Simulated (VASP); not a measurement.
GaN (rocksalt type):

```xyz
2
Lattice="0.0000 2.2323 2.2323 2.2323 0.0000 2.2323 2.2323 2.2323 0.0000" Properties=species:S:1:pos:R:3 pbc="T T T"
Ga    0.0000    0.0000    0.0000
N     2.2323    2.2323    2.2323
```

- Program: VASP 6.6.1
- Task: relaxation of cell and atoms
- Functional: PBE
- Potentials or basis: VASP PAW PBE potentials, release 64 (Ga_d, N)
- Cutoff: 600 eV
- k mesh: 13 × 13 × 13
- Occupations: fermi-dirac, width 0.05 eV
- Spin: no spin polarisation

At the start: pressure -20.0 GPa; volume 11.12 Å³/atom.

Q: Where does the relaxation end?

A: Over 6 steps the energy falls by 98.0 meV/atom and the volume is 9.75 Å³/atom (-12.4 %); space group Fm-3m (No. 225, to 0.05 Å).

The path:
```
step  energy change (eV)  largest force (eV/Å)  pressure (GPa)  volume (Å³)
   1              0.0000                0.0000          -19.98        22.25
   2             -0.1185                0.0000           18.63        18.07
   3             -0.1959                0.0000           -0.15        19.51
   4             -0.1959                0.0000            0.48        19.45
   5             -0.1958                0.0000           -0.59        19.53
   6             -0.1959                0.0000            0.06        19.49
```

Final structure:
```
Ga N
1.0
     0.00000    2.13597    2.13597
     2.13597    0.00000    2.13597
     2.13597    2.13597    0.00000
Ga N
1 1
Direct
  0.00000 0.00000 0.00000
  0.50000 0.50000 0.50000
```
